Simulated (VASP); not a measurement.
# ZnSe (NiAs type) (P6_3/mmc) in VASP: further runs

The runs below take ZnSe (NiAs type) through single point, with PBE.

Program: VASP 6.6.1. These are calculated values, not measurements. Logs are shortened: lines on timing, memory, paths and dates and some standing lists are left out, and cuts for length are marked.

### Step 1. The cell of the first run

The structure is hexagonal, space group P6_3/mmc (No. 194). The conventional cell has a = 3.186 Å, b = 3.186 Å, c = 5.498 Å, α = 90.00°, β = 90.00°, γ = 120.00°. Within 3.0 Å of Zn (site symmetry -3m) lie 6 Se at 2.30 Å and 2 Zn at 2.75 Å. Se (site symmetry -6m2) has 6 Zn at 2.30 Å within 3.0 Å.

### Step 2. Single point, PBE

INCAR reads:

```
SYSTEM = ZnSe
PREC = Accurate ; ENCUT = 520
EDIFF = 1E-6 ; ISMEAR = -1
SIGMA = 0.1 ; LREAL = .False.
LASPH = .True. ; NELM = 60
ALGO = Normal ; ISIF = 2
LWAVE = .False. ; LCHARG = .True.
GGA = PE ; LELF = .True.
LVHAR = .True. ; NBANDS = 26
```

KPOINTS reads:

```
Automatic mesh
0
Gamma
  12 12 7
  0 0 0
```

POSCAR reads:

```
ZnSe
1.0
    3.1855228910      0.0000000000      0.0000000000
   -1.5927614455      2.7587437479      0.0000000000
    0.0000000000      0.0000000000      5.4982383508
Zn Se
2 2
Direct
    0.0000000000      0.0000000000      0.0000000000
    0.0000000000      0.0000000000      0.5000000000
    0.3333333333      0.6666666667      0.2500000000
    0.6666666667      0.3333333333      0.7500000000
```

Potentials or basis: VASP PAW PBE potentials, release 64 (Zn, Se).

Run with:

```
$ cat potpaw_PBE.64/Zn/POTCAR potpaw_PBE.64/Se/POTCAR > POTCAR
$ mpirun -np 1 vasp_std > vasp.out
```

OUTCAR:

```text
SYSTEM = ZnSe
   PREC = Accurate
   ENCUT = 520
   EDIFF = 1E-6
   ISMEAR = -1
   LREAL = .False.
   LASPH = .True.
   NELM = 60
   ISIF = 2
   GGA = PE

 ion  position               nearest neighbor table
   1  0.000  0.000  0.000-   3 2.30   4 2.30   3 2.30   4 2.30   4 2.30   3 2.30   2 2.75   2 2.75

   2  0.000  0.000  0.500-   3 2.30   4 2.30   3 2.30   4 2.30   4 2.30   3 2.30   1 2.75   1 2.75

   3  0.333  0.667  0.250-   1 2.30   2 2.30   1 2.30   2 2.30   1 2.30   2 2.30
   4  0.667  0.333  0.750-   1 2.30   2 2.30   1 2.30   2 2.30   1 2.30   2 2.30

  LATTYP: Found a hexagonal cell.
 ALAT       =     3.1855228910
 C/A-ratio  =     1.7260081120

  Lattice vectors:

 A1 = (   3.1855228910,   0.0000000000,   0.0000000000)
 A2 = (  -1.5927614455,   2.7587437479,   0.0000000000)
 A3 = (   0.0000000000,   0.0000000000,   5.4982383508)

Analysis of symmetry for initial positions (statically):
=====================================================================
 Subroutine PRICEL returns:
 Original cell was already a primitive cell.

 Routine SETGRP: Setting up the symmetry group for a
 hexagonal supercell.

 Subroutine GETGRP returns: Found 24 space group operations
 (whereof 12 operations were pure point group operations)
 out of a pool of 24 trial point group operations.

The static configuration has the point symmetry D_3d.
 The point group associated with its full space group is D_6h.

Analysis of symmetry for dynamics (positions and initial velocities):
=====================================================================
 Subroutine PRICEL returns:
 Original cell was already a primitive cell.

 Routine SETGRP: Setting up the symmetry group for a
 hexagonal supercell.

 Subroutine GETGRP returns: Found 24 space group operations
 (whereof 12 operations were pure point group operations)
 out of a pool of 24 trial point group operations.

The dynamic configuration has the point symmetry D_3d.
 The point group associated with its full space group is D_6h.

 Subroutine INISYM returns: Found 24 space group operations
 (whereof 12 operations are pure point group operations),
 and found     1 'primitive' translations

----------------------------------------------------------------------------------------

                                     Primitive cell
[... 92 lines left out ...]
   LASPH  =      T    aspherical Exc in radial PAW
   ENCUT  =  520.0 eV  38.22 Ry    6.18 a.u.   5.92  5.92 10.22*2*pi/ulx,y,z
   NELM   =     60;   NELMIN=  2; NELMDL= -5     # of ELM steps
   EDIFF  = 0.1E-05   stopping-criterion for ELM
   LREAL  =      F    real-space projection
   EDIFFG = 0.1E-04   stopping-criterion for IOM
   NSW    =      0    number of steps for IOM
   IBRION =     -1    ionic relax: 0-MD 1-quasi-New 2-CG
   NFREE  =      0    steps in history (QN), initial steepest desc. (CG)
   ISIF   =      2    stress and relaxation
   ISYM   =      2    0-nonsym 1-usesym 2-fastsym
   POTIM  = 0.5000    time-step for ionic-motion
   TEBEG  =    0.0;   TEEND  =   0.0 temperature during run
   PSTRESS=    0.0 pullay stress
   NELECT =      36.0000    total number of electrons
   NUPDOWN=      -1.0000    fix difference up-down
   EMIN   =  10.00;   EMAX   =-10.00  energy-range for DOS
   EFERMI =   0.00;   METHOD = LEGACY
   ISMEAR =    -1;   SIGMA  =   0.10  broadening in eV -4-tet -1-fermi 0-gaus
   EFERMI_NEDOS =   21; number of points for ismear=-14 and -15
   IALGO  =     38    algorithm
   IMIX   =      4    mixing-type and parameters
     AMIX     =   0.40;   BMIX     =  1.00
     AMIX_MAG =   1.60;   BMIX_MAG =  1.00
  volume/ion in A,a.u.               =      12.08        81.52
  Fermi-wavevector in a.u.,A,eV,Ry     =   1.484125  2.804589 29.968555  2.202627
  Thomas-Fermi vector in A             =   2.597701
   LORBIT       =      0    0 simple, 1 ext, 2 COOP (PROOUT), +10 PAW based schemes
   GGA     = PE    functional components
   LHFCALC =     F    Hartree Fock is set to
   AEXX    =    0.0000 exact exchange contribution
   IVDW    =     0    specifies the selected vdW correction
   LEPSILON=     F    determine dielectric tensor
   LRPA    =     F    only Hartree local field effects (RPA)
 non-spin polarized calculation
  energy-cutoff  :      520.00
  volume of cell :       48.32
 maximum number of plane-waves:      1320
 NGX is ok and might be reduce to    24
   NGX = 11   NGY = 11   NGZ = 21

 number of electron      35.9999991 magnetization

 Free energy of the ion-electron system (eV)
  ---------------------------------------------------
  ext. energy  EPLUGINS =         0.00000000
  ---------------------------------------------------
  free energy    TOTEN  =        -4.67687421 eV

  energy without entropy =       -4.66316846  energy(sigma->0) =       -4.67002133

 E-fermi :   9.1065     XC(G=0): -12.8123

 val. band max:        9.0651533854   @ k =   0.0000   0.0000   0.2857
 cond. band min:       9.1603963770   @ k =   0.1667   0.0000   0.1429
 fundamental gap:      0.0952429916
 Fermi energy:         9.1065488373

 k-point     1 :       0.0000    0.0000    0.0000
  band No.  band energies     occupation
      1      -9.6606      2.00000
      2      -6.7926      2.00000
      3      -2.4427      2.00000
      4      -0.3399      2.00000
      5      -0.3399      2.00000
      6      -0.1789      2.00000
[... 685 lines left out ...]
     25      20.1060      0.00000
     26      20.7803      0.00000

 [... further k-points ...]

------------------------ aborting loop because EDIFF is reached ----------------------------------------

  FORCE on cell =-STRESS in cart. coord.  units (eV):
  Direction    XX          YY          ZZ          XY          YZ          ZX
  --------------------------------------------------------------------------------------
  -------------------------------------------------------------------------------------
  Total       30.7010146     30.7010146     30.7357743      0.0000000      0.0000000      0.0000000
  in kB     1017.9997133   1017.9997132   1019.1522914      0.0000000      0.0000000      0.0000000
  external PRESSURE =    1018.3839060 kB  Pullay stress =       0.0000000 kB

 VOLUME and BASIS-vectors are now :
 -----------------------------------------------------------------------------
  energy-cutoff  :      520.00
  volume of cell :       48.32
      direct lattice vectors                 reciprocal lattice vectors
     3.185522891  0.000000000  0.000000000     0.313920205  0.181241915  0.000000000
    -1.592761446  2.758743748  0.000000000     0.000000000  0.362483830  0.000000000
     0.000000000  0.000000000  5.498238351     0.000000000  0.000000000  0.181876437

 POSITION                                       TOTAL-FORCE (eV/Angst)
 -----------------------------------------------------------------------------------
      0.00000      0.00000      0.00000        -0.000000      0.000000      0.000000
      0.00000      0.00000      2.74912        -0.000000      0.000000      0.000000
     -0.00000      1.83916      1.37456        -0.000000     -0.000000     -0.000000
      1.59276      0.91958      4.12368         0.000000      0.000000      0.000000
 -----------------------------------------------------------------------------------
    total drift:                               -0.000000      0.000000      0.000000

  FREE ENERGIE OF THE ION-ELECTRON SYSTEM (eV)
  ---------------------------------------------------
  free  energy   TOTEN  =        -4.6768742113 eV

  energy  without entropy=       -4.6631684577  energy(sigma->0) =       -4.67002133
```

OSZICAR:

```text
N       E                     dE             d eps       ncg     rms          rms(c)
DAV:   1     0.255176441099E+03    0.25518E+03   -0.17810E+04  4040   0.197E+03
DAV:   2     0.159570925196E+02   -0.23922E+03   -0.22934E+03  4050   0.384E+02
DAV:   3    -0.505764163424E+01   -0.21015E+02   -0.20681E+02  4652   0.110E+02
DAV:   4    -0.542410765491E+01   -0.36647E+00   -0.36550E+00  4558   0.136E+01
DAV:   5    -0.542595989884E+01   -0.18522E-02   -0.18517E-02  4600   0.104E+00    0.190E+01
DAV:   6    -0.475184326816E+01    0.67412E+00   -0.13704E+00  5114   0.365E+01    0.130E+01
DAV:   7    -0.469173414724E+01    0.60109E-01   -0.10529E+00  4258   0.782E+00    0.204E+00
DAV:   8    -0.468183298577E+01    0.99012E-02   -0.21843E-02  5136   0.249E+00    0.589E-01
DAV:   9    -0.467678221059E+01    0.50508E-02   -0.14299E-02  4180   0.712E-01    0.132E-01
DAV:  10    -0.467686402430E+01   -0.81814E-04   -0.76767E-04  4572   0.179E-01    0.792E-02
DAV:  11    -0.467688104595E+01   -0.17022E-04   -0.52022E-05  5712   0.112E-01    0.298E-02
DAV:  12    -0.467687373279E+01    0.73132E-05   -0.21367E-05  5702   0.805E-02    0.111E-02
DAV:  13    -0.467687421126E+01   -0.47848E-06   -0.33113E-06  4170   0.112E-02
   1 F= -.46768742E+01 E0= -.46700213E+01  d E =-.137058E-01
```

stdout:

```text
POSCAR found type information on POSCAR ZnSe
 POSCAR found :  2 types and       4 ions
 scaLAPACK will be used
 LDA part: xc-table for (Slater+PW92), standard interpolation
 POSCAR, INCAR and KPOINTS ok, starting setup
 FFT: planning ... GRIDC
 FFT: planning ... GRID_SOFT
 FFT: planning ... GRID
 WAVECAR not read
 entering main loop
```

Wall time 59 s (1 thread of AMD EPYC 7R13 (Zen 3), shared host); peak memory 0.19 GiB.

What came out:

* Free energy: -4.6769 eV
* Pressure: 101.8 GPa
* Band gap on the k mesh: zero (bands 18 and 19 overlap by 1.66 eV)

Stress tensor (GPa, compression positive):
```
101.80   0.00   0.00
  0.00 101.80   0.00
  0.00   0.00 101.92
```

Levels at points of the mesh, in eV from the Fermi level:
| k point | band 16 | band 17 | band 18 | band 19 | band 20 | band 21 |
| --- | --- | --- | --- | --- | --- | --- |
| (0.00, 0.00, 0.00) | -1.09 | 0.12 | 0.12 | 3.68 | 4.20 | 6.10 |
| (0.50, 0.00, 0.00) | -4.58 | -3.97 | -0.18 | 2.39 | 2.93 | 3.28 |

Caveat: the cell stands under pressure.

### Step 3. Single point, PBE

INCAR reads:

```
ALGO     = Normal         # electronic algorithm
EDIFF    = 1E-6           # SCF threshold, eV
ENCUT    = 520            # plane-wave cutoff, eV
GGA      = PE             # functional
ISIF     = 2              # what is computed and relaxed
ISMEAR   = -1             # smearing method
LASPH    = T              # aspherical terms in the spheres
LCHARG   = F              # write CHGCAR
LREAL    = F              # projectors in reciprocal space
LWAVE    = F              # write WAVECAR
NBANDS   = 26             # bands
NELM     = 80             # most SCF steps
PREC     = Accurate       # precision mode
SIGMA    = 0.1            # smearing width, eV
```

KPOINTS reads:

```
k-points
0
Gamma
  12 12 7
```

POSCAR is that of step 2.

Potentials or basis: VASP PAW PBE potentials, release 64 (Zn, Se).

Run with:

```
$ cat potpaw_PBE.64/Zn/POTCAR potpaw_PBE.64/Se/POTCAR > POTCAR
$ mpirun -np 1 vasp_std > vasp.out
```

Run time: 66 s. Hardware: 1 thread of AMD EPYC 7R13 (Zen 3), shared host; peak memory 0.19 GiB.

The run converged. Its results:

| Quantity | Value |
| --- | --- |
| Free energy | -4.6769 eV |
| Pressure | 101.8 GPa |
| Band gap on the k mesh | zero (bands 18 and 19 overlap by 1.66 eV) |

Stress tensor (GPa, compression positive):
```
101.80   0.00   0.00
  0.00 101.80   0.00
  0.00   0.00 101.92
```

Levels at points of the mesh, in eV from the Fermi level:
```tsv
k point	band 16	band 17	band 18	band 19	band 20	band 21
(0.00, 0.00, 0.00)	-1.09	0.12	0.12	3.68	4.20	6.10
(0.50, 0.00, 0.00)	-4.58	-3.97	-0.18	2.39	2.93	3.28
```

Caveat: the cell stands under pressure.

The gap in the log of VASP goes by the Fermi energy; the results here count the filled bands.